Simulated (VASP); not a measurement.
Set up this calculation in VASP 6.6.1, as the native input.

```
Task                   : single point
Functional             : PBE
Potentials or basis    : VASP PAW PBE potentials, release 64 (In_d, Cu)
Cutoff                 : 520 eV
k mesh                 : 12 × 12 × 12
Occupations            : gaussian, width 0.1 eV
Spin                   : no spin polarisation
Dipole correction      : no
Further INCAR settings : ALGO = Fast; EDIFF = 1e-06; NBANDS = 33
```

The structure of In3Cu lies in POSCAR:

```
In3Cu
1.0
   -2.9367320347      2.9367320347      2.9367320347
    2.9367320347     -2.9367320347      2.9367320347
    2.9367320347      2.9367320347     -2.9367320347
In Cu
3 1
Direct
    0.0000000000      0.5000000000      0.5000000000
    0.5000000000      0.0000000000      0.5000000000
    0.5000000000      0.5000000000      0.0000000000
    0.0000000000      0.0000000000      0.0000000000
```

The cell was generated, and may not be a known phase.

These files were run (other wordings do the same):

INCAR

```
  PREC = Accurate
  ENCUT = 520
  EDIFF = 1E-6
  ISMEAR = 0
  SIGMA = 0.1
  LREAL = False
  LASPH = True
  NELM = 80
  ALGO = Fast
  ISIF = 2
  LWAVE = False
  LCHARG = False
  GGA = PE
  NBANDS = 33
```

KPOINTS

```
Automatic mesh
0
Gamma
  12 12 12
```

Potentials or basis: VASP PAW PBE potentials, release 64 (In_d, Cu).

The run is started by

```bash
$ cat potpaw_PBE.64/In_d/POTCAR potpaw_PBE.64/Cu/POTCAR > POTCAR
$ mpirun -np 1 vasp_std > vasp.out
```

It gave:

```
Pressure               : -0.1 GPa
Band gap on the k mesh : zero (bands 25 and 26 overlap by 5.50 eV)
```

Caveat: spin-orbit coupling is left out, which moves the levels of the heavy elements.

Run time: 11 min on 1 thread of Intel Xeon 8259CL, with other jobs on the host, peak memory 0.38 GiB.
